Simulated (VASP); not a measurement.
# InAs (I-4m2) in VASP: further runs

Runs on InAs. Level: r2SCAN. Tasks: single point.

Program: VASP 6.6.1. These are calculated values, not measurements. Logs are shortened: lines on timing, memory, paths and dates and some standing lists are left out, and cuts for length are marked.

## 1. The cell of the first run

Symmetry: I-4m2, No. 119, tetragonal system. Conventional cell: a = 4.850 Å, b = 4.850 Å, c = 4.849 Å, α = 90.00°, β = 90.00°, γ = 90.00°. In (site symmetry -4m2) has 4 As at 2.71 Å within 3.6 Å. Within 3.6 Å of As (site symmetry -4m2) lie 4 In at 2.71 Å.

## 2. Single point, r2SCAN

File POSCAR:

```
InAs
1.0
    0.0000000000      3.4293901086      2.4245788068
    3.4293901086      0.0000000000      2.4245788068
    3.4293901086      3.4293901086      0.0000000000
In As
1 1
Direct
    0.0000000000      0.0000000000      0.0000000000
    0.7500000000      0.7500000000      0.7500000000
```

File INCAR.step1:

```
PREC     = Accurate       # precision mode
ENCUT    = 520            # plane-wave cutoff, eV
ISMEAR   = 0              # smearing method
SIGMA    = 0.03           # smearing width, eV
LREAL    = False          # projectors in reciprocal space
LASPH    = True           # aspherical terms in the spheres
NELM     = 100            # most SCF steps
NBANDS   = 16             # bands
GGA      = PE             # functional
ALGO     = Normal         # electronic algorithm
EDIFF    = 1E-4           # SCF threshold, eV
LWAVE    = True           # write WAVECAR
LCHARG   = False          # write CHGCAR
```

File INCAR.step2:

```
PREC     = Accurate       # precision mode
ENCUT    = 520            # plane-wave cutoff, eV
EDIFF    = 1E-6           # SCF threshold, eV
ISMEAR   = 0              # smearing method
SIGMA    = 0.03           # smearing width, eV
LREAL    = False          # projectors in reciprocal space
LASPH    = True           # aspherical terms in the spheres
NELM     = 100            # most SCF steps
ALGO     = Normal         # electronic algorithm
ISIF     = 2              # what is computed and relaxed
LWAVE    = False          # write WAVECAR
LCHARG   = False          # write CHGCAR
METAGGA  = R2SCAN         # meta-GGA
LMIXTAU  = True         
NBANDS   = 16             # bands
ISTART   = 1
```

File KPOINTS:

```
Automatic mesh
0
Gamma
  10 10 10
```

Potentials or basis: VASP PAW PBE potentials, release 64 (In_d, As).

Run with:

```
$ cat potpaw_PBE.64/In_d/POTCAR potpaw_PBE.64/As/POTCAR > POTCAR
$ cp INCAR.step1 INCAR
$ mpirun -np 1 vasp_std > vasp.out
$ cp INCAR.step2 INCAR
$ mpirun -np 1 vasp_std > vasp.out
```

OUTCAR:

```text
PREC = Accurate
   ENCUT = 520
   EDIFF = 1E-6
   ISMEAR = 0
   LREAL = False
   LASPH = True
   NELM = 100
   ISIF = 2
   METAGGA = R2SCAN
   ISTART = 1

 ion  position               nearest neighbor table
   1  0.000  0.000  0.000-   2 2.71   2 2.71   2 2.71   2 2.71
   2  0.750  0.750  0.750-   1 2.71   1 2.71   1 2.71   1 2.71

  LATTYP: Found a body centered tetragonal cell.
 ALAT       =     4.8498900023
 C/A-ratio  =     0.9998489886

  Lattice vectors:

 A1 = (   0.0000000000,  -3.4293901086,  -2.4245788068)
 A2 = (   0.0000000000,   3.4293901086,  -2.4245788068)
 A3 = (   3.4293901086,   0.0000000000,   2.4245788068)

Analysis of symmetry for initial positions (statically):
=====================================================================
 Subroutine PRICEL returns:
 Original cell was already a primitive cell.

 Routine SETGRP: Setting up the symmetry group for a
 body centered tetragonal supercell.

 Subroutine GETGRP returns: Found  8 space group operations
 (whereof  8 operations were pure point group operations)
 out of a pool of 16 trial point group operations.

The static configuration has the point symmetry D_2d.

Analysis of symmetry for dynamics (positions and initial velocities):
=====================================================================
 Subroutine PRICEL returns:
 Original cell was already a primitive cell.

 Routine SETGRP: Setting up the symmetry group for a
 body centered tetragonal supercell.

 Subroutine GETGRP returns: Found  8 space group operations
 (whereof  8 operations were pure point group operations)
 out of a pool of 16 trial point group operations.

The dynamic configuration has the point symmetry D_2d.

 Subroutine INISYM returns: Found  8 space group operations
 (whereof  8 operations are pure point group operations),
 and found     1 'primitive' translations

----------------------------------------------------------------------------------------

                                     Primitive cell

  volume of cell :      57.0296

  direct lattice vectors                    reciprocal lattice vectors
     0.000000000  3.429390109  2.424578807    -0.145798519  0.145798519  0.206221385
     3.429390109  0.000000000  2.424578807     0.145798519 -0.145798519  0.206221385
     3.429390109  3.429390109  0.000000000     0.145798519  0.145798519 -0.206221385

  length of vectors
     4.199916536  4.199916536  4.849890002     0.291619060  0.291619060  0.291619060

  position of ions in fractional coordinates (direct lattice)
     0.000000000  0.000000000  0.000000000
     0.750000000  0.750000000  0.750000000

  ion indices of the primitive-cell ions
   primitive index   ion index
                 1           1
                 2           2

----------------------------------------------------------------------------------------

 KPOINTS: Automatic mesh

Automatic generation of k-mesh.
 Grid dimensions read from file:
 generate k-points for:   10   10   10

 Generating k-lattice:

  Cartesian coordinates                     Fractional coordinates (reciprocal lattice)
    -0.014579852  0.014579852  0.020622139     0.100000000  0.000000000  0.000000000
     0.014579852 -0.014579852  0.020622139     0.000000000  0.100000000  0.000000000
     0.014579852  0.014579852 -0.020622139     0.000000000  0.000000000  0.100000000

  Length of vectors
     0.029161906  0.029161906  0.029161906

  Shift w.r.t. Gamma in fractional coordinates (k-lattice)
     0.000000000  0.000000000  0.000000000

 Subroutine IBZKPT returns following result:
 ===========================================

 Found    102 irreducible k-points:

 Following reciprocal coordinates:
            Coordinates               Weight
  0.000000  0.000000  0.000000      1.000000
  0.100000  0.000000  0.000000      8.000000
  0.200000  0.000000  0.000000      8.000000
  0.300000  0.000000  0.000000      8.000000
  0.400000  0.000000  0.000000      8.000000
  0.500000  0.000000  0.000000      4.000000
[... 16 lines left out ...]
  0.300000  0.300000  0.000000      2.000000
  0.400000  0.300000  0.000000      8.000000
 [... further k-points ...]
   k-points           NKPTS =    102   k-points in BZ     NKDIM =    102   number of bands    NBANDS=     16
   number of dos      NEDOS =    301   number of ions     NIONS =      2
   total plane-waves  NPLWV =  36864
   dimension x,y,z NGX =    32 NGY =   32 NGZ =   36
   dimension x,y,z NGXF=    64 NGYF=   64 NGZF=   72
   ions per type =               1   1
   NGX,Y,Z   is equivalent  to a cutoff of  12.67, 12.67, 12.34 a.u.
   NGXF,Y,Z  is equivalent  to a cutoff of  25.33, 25.33, 24.68 a.u.
 SYSTEM =  unknown system
   PREC   = accura    normal or accurate (medium, high low for compatibility)
   ISTART =      1    job   : 0-new  1-cont  2-samecut
   ICHARG =      0    charge: 1-file 2-atom 10-const
   ISPIN  =      1    spin polarized calculation?
   LNONCOLLINEAR =      F non collinear calculations
   LSORBIT =      F    spin-orbit coupling
   LASPH  =      T    aspherical Exc in radial PAW
   ENCUT  =  520.0 eV  38.22 Ry    6.18 a.u.   7.81  7.81  9.02*2*pi/ulx,y,z
   NELM   =    100;   NELMIN=  2; NELMDL=  0     # of ELM steps
   EDIFF  = 0.1E-05   stopping-criterion for ELM
   LREAL  =      F    real-space projection
   EDIFFG = 0.1E-04   stopping-criterion for IOM
   NSW    =      0    number of steps for IOM
   IBRION =     -1    ionic relax: 0-MD 1-quasi-New 2-CG
   NFREE  =      0    steps in history (QN), initial steepest desc. (CG)
   ISIF   =      2    stress and relaxation
   ISYM   =      2    0-nonsym 1-usesym 2-fastsym
   POTIM  = 0.5000    time-step for ionic-motion
   TEBEG  =    0.0;   TEEND  =   0.0 temperature during run
   PSTRESS=    0.0 pullay stress
   NELECT =      18.0000    total number of electrons
   NUPDOWN=      -1.0000    fix difference up-down
   EMIN   =  10.00;   EMAX   =-10.00  energy-range for DOS
   EFERMI =   0.00;   METHOD = LEGACY
   ISMEAR =     0;   SIGMA  =   0.03  broadening in eV -4-tet -1-fermi 0-gaus
   EFERMI_NEDOS =   21; number of points for ismear=-14 and -15
   IALGO  =     38    algorithm
   IMIX   =      4    mixing-type and parameters
     AMIX     =   0.40;   BMIX     =  1.00
     AMIX_MAG =   1.60;   BMIX_MAG =  1.00
  volume/ion in A,a.u.               =      28.51       192.43
  Fermi-wavevector in a.u.,A,eV,Ry     =   1.114634  2.106353 16.904002  1.242409
  Thomas-Fermi vector in A             =   2.251231
   LORBIT       =      0    0 simple, 1 ext, 2 COOP (PROOUT), +10 PAW based schemes
   METAGGA = R2SCAN    functional components
   LHFCALC =     F    Hartree Fock is set to
   AEXX    =    0.0000 exact exchange contribution
   IVDW    =     0    specifies the selected vdW correction
   LEPSILON=     F    determine dielectric tensor
   LRPA    =     F    only Hartree local field effects (RPA)
 non-spin polarized calculation
 Gauss-broadening in eV      SIGMA  =   0.03
  energy-cutoff  :      520.00
  volume of cell :       57.03
 maximum number of plane-waves:      1566
   NGX = 15   NGY = 15   NGZ = 17

 number of electron      18.0000005 magnetization

 Free energy of the ion-electron system (eV)
  ---------------------------------------------------
  ext. energy  EPLUGINS =         0.00000000
  ---------------------------------------------------
  free energy    TOTEN  =       -37.71638731 eV

  energy without entropy =      -37.71627985  energy(sigma->0) =      -37.71633358

 E-fermi :   4.4045     XC(G=0):  -9.5918

 val. band max:        4.2328169640   @ k =   0.4000   0.4000   0.0000
 cond. band min:       4.4170706940   @ k =   0.1000   0.0000   0.1000
 fundamental gap:      0.1842537300
 Fermi energy:         4.4045407219

 k-point     1 :       0.0000    0.0000    0.0000
  band No.  band energies     occupation
      1     -10.8818      2.00000
      2     -10.8818      2.00000
      3     -10.8300      2.00000
      4     -10.7981      2.00000
      5     -10.7323      2.00000
      6      -7.8864      2.00000
[... 8 lines left out ...]
     15      12.0523      0.00000
     16      13.4714      0.00000

 k-point     2 :       0.1000    0.0000    0.0000
  band No.  band energies     occupation
      1     -10.8861      2.00000
      2     -10.8790      2.00000
      3     -10.8295      2.00000
      4     -10.8014      2.00000
      5     -10.7300      2.00000
      6      -7.7867      2.00000
[... 8 lines left out ...]
     15      12.2864      0.00000
     16      13.3305      0.00000

 k-point     3 :       0.2000    0.0000    0.0000
  band No.  band energies     occupation
      1     -10.9016      2.00000
      2     -10.8729      2.00000
      3     -10.8268      2.00000
      4     -10.8067      2.00000
      5     -10.7230      2.00000
      6      -7.5030      2.00000
[... 8 lines left out ...]
     15      12.2770      0.00000
     16      14.5378      0.00000

 k-point     4 :       0.3000    0.0000    0.0000
  band No.  band energies     occupation
      1     -10.9259      2.00000
      2     -10.8671      2.00000
      3     -10.8225      2.00000
      4     -10.8086      2.00000
      5     -10.7122      2.00000
      6      -7.0906      2.00000
[... 8 lines left out ...]
     15      13.6237      0.00000
     16      15.4252      0.00000
[... 324 lines left out ...]
 k-point    22 :      -0.2000    0.2000    0.0000
  band No.  band energies     occupation
      1     -10.9268      2.00000
      2     -10.8581      2.00000
      3     -10.8270      2.00000
      4     -10.7983      2.00000
      5     -10.7181      2.00000
      6      -7.0989      2.00000
[... 8 lines left out ...]
     15      12.6824      0.00000
     16      13.2584      0.00000

 k-point    23 :       0.3000    0.3000    0.0000
  band No.  band energies     occupation
      1     -10.9559      2.00000
      2     -10.8410      2.00000
      3     -10.8410      2.00000
      4     -10.8370      2.00000
      5     -10.6955      2.00000
      6      -6.4677      2.00000
[... 8 lines left out ...]
     15      13.4510      0.00000
     16      17.7574      0.00000

 k-point    24 :       0.4000    0.3000    0.0000
  band No.  band energies     occupation
      1     -10.9800      2.00000
      2     -10.8443      2.00000
      3     -10.8319      2.00000
      4     -10.8290      2.00000
      5     -10.6883      2.00000
      6      -6.1185      2.00000
[... 8 lines left out ...]
     15      14.5782      0.00000
     16      17.7619      0.00000

 [... further k-points ...]

------------------------ aborting loop because EDIFF is reached ----------------------------------------

  FORCE on cell =-STRESS in cart. coord.  units (eV):
  Direction    XX          YY          ZZ          XY          YZ          ZX
  --------------------------------------------------------------------------------------
  -------------------------------------------------------------------------------------
  Total       -1.6509062     -1.6509062      0.8121403      0.0000000      0.0000000      0.0000000
  in kB      -46.3802297    -46.3802297     22.8161078      0.0000000      0.0000000      0.0000000
  external PRESSURE =     -23.3147839 kB  Pullay stress =       0.0000000 kB

 VOLUME and BASIS-vectors are now :
 -----------------------------------------------------------------------------
  energy-cutoff  :      520.00
  volume of cell :       57.03
      direct lattice vectors                 reciprocal lattice vectors
     0.000000000  3.429390109  2.424578807    -0.145798519  0.145798519  0.206221385
     3.429390109  0.000000000  2.424578807     0.145798519 -0.145798519  0.206221385
     3.429390109  3.429390109  0.000000000     0.145798519  0.145798519 -0.206221385

 POSITION                                       TOTAL-FORCE (eV/Angst)
 -----------------------------------------------------------------------------------
      0.00000      0.00000      0.00000        -0.000000     -0.000000      0.000000
      5.14409      5.14409      3.63687         0.000000      0.000000     -0.000000
 -----------------------------------------------------------------------------------
    total drift:                               -0.000003     -0.000003      0.000024

  FREE ENERGIE OF THE ION-ELECTRON SYSTEM (eV)
  ---------------------------------------------------
  free  energy   TOTEN  =       -37.7163873095 eV

  energy  without entropy=      -37.7162798478  energy(sigma->0) =      -37.71633358
```

Wall time 2.7 min (1 thread of AMD EPYC 9R45 (Zen 5), shared host); peak memory 0.24 GiB.

What came out:

```yaml
Free_energy: -37.7164 eV
Pressure: -2.3 GPa
Band_gap_on_the_k_mesh: zero (bands 9 and 10 overlap by 0.18 eV)
```

Stress tensor (GPa, compression positive):
```
-4.64  0.00  0.00
 0.00 -4.64  0.00
 0.00  0.00  2.28
```

Caveat: the stress differs along the axes, from -5 to 2 GPa; semilocal functionals underestimate gaps, and a narrow one can read as zero; the PAW data sets were made with another functional, which shifts forces and pressure a little; spin-orbit coupling is left out, which moves the levels of the heavy elements.

## 3. Single point, r2SCAN

This run uses another cell than the first one, of the same volume but with other edges.

File POSCAR:

```
InAs
1.0
    0.0000000000      2.7219087330      3.8487789484
    2.7219087330      0.0000000000      3.8487789484
    2.7219087330      2.7219087330      0.0000000000
In As
1 1
Direct
    0.0000000000      0.0000000000      0.0000000000
    0.7500000000      0.7500000000      0.7500000000
```

File INCAR.step1:

```
PREC     = Accurate       # precision mode
ENCUT    = 520            # plane-wave cutoff, eV
ISMEAR   = 0              # smearing method
SIGMA    = 0.03           # smearing width, eV
LREAL    = F              # projectors in reciprocal space
LASPH    = T              # aspherical terms in the spheres
NELM     = 100            # most SCF steps
NBANDS   = 16             # bands
GGA      = PE             # functional
ALGO     = Normal         # electronic algorithm
EDIFF    = 1E-4           # SCF threshold, eV
LWAVE    = T              # write WAVECAR
LCHARG   = F              # write CHGCAR
```

File INCAR.step2:

```
PREC     = Accurate       # precision mode
ENCUT    = 520            # plane-wave cutoff, eV
EDIFF    = 1E-7           # SCF threshold, eV
ISMEAR   = 0              # smearing method
SIGMA    = 0.03           # smearing width, eV
LREAL    = F              # projectors in reciprocal space
LASPH    = T              # aspherical terms in the spheres
NELM     = 100            # most SCF steps
ALGO     = Normal         # electronic algorithm
ISIF     = 2              # what is computed and relaxed
LWAVE    = F              # write WAVECAR
LCHARG   = T              # write CHGCAR
METAGGA  = R2SCAN         # meta-GGA
LMIXTAU  = T            
LELF     = T              # ELF
LVHAR    = T            
NBANDS   = 16             # bands
ISTART   = 1
```

File KPOINTS:

```
regular mesh
0
Gamma
  10 10 10
```

Potentials or basis: VASP PAW PBE potentials, release 64 (In_d, As).

Run with:

```
$ cat potpaw_PBE.64/In_d/POTCAR potpaw_PBE.64/As/POTCAR > POTCAR
$ cp INCAR.step1 INCAR
$ mpirun -np 1 vasp_std > vasp.out
$ cp INCAR.step2 INCAR
$ mpirun -np 1 vasp_std > vasp.out
```

Wall time 4.6 min (1 thread of AMD EPYC 9R45 (Zen 5), shared host); peak memory 0.24 GiB.

The run converged. Its results:

```yaml
Free_energy: -37.3212 eV
Pressure: -1.0 GPa
Band_gap_on_the_k_mesh: zero (bands 9 and 10 overlap by 0.29 eV)
```

Stress tensor (GPa, compression positive):
```
  4.98   0.00   0.00
  0.00   4.98   0.00
  0.00   0.00 -12.93
```

Levels at points of the mesh, in eV from the Fermi level:
```
           k point  band 5  band 6  band 7  band 8  band 9  band 10  band 11  band 12  band 13  band 14
(0.00, 0.00, 0.00)  -15.48  -12.58   -2.42   -1.75    0.10     0.10     3.88     3.88     4.66     6.04
(0.50, 0.00, 0.00)  -15.42  -11.19   -6.24   -2.78   -0.74    -0.15     4.95     5.65     6.28     8.21
(0.50, 0.50, 0.00)  -15.45  -11.41   -7.60   -1.35   -1.35     2.78     3.70     6.56     8.39     8.39
(0.50, 0.00, 0.50)  -15.41  -10.37   -5.55   -3.25   -3.18     0.70     0.70     5.83     6.74     7.43
```

Caveat: the stress differs along the axes, from -13 to 5 GPa; semilocal functionals underestimate gaps, and a narrow one can read as zero; the PAW data sets were made with another functional, which shifts forces and pressure a little; spin-orbit coupling is left out, which moves the levels of the heavy elements.

The gap in the log of VASP goes by the Fermi energy; the results here count the filled bands.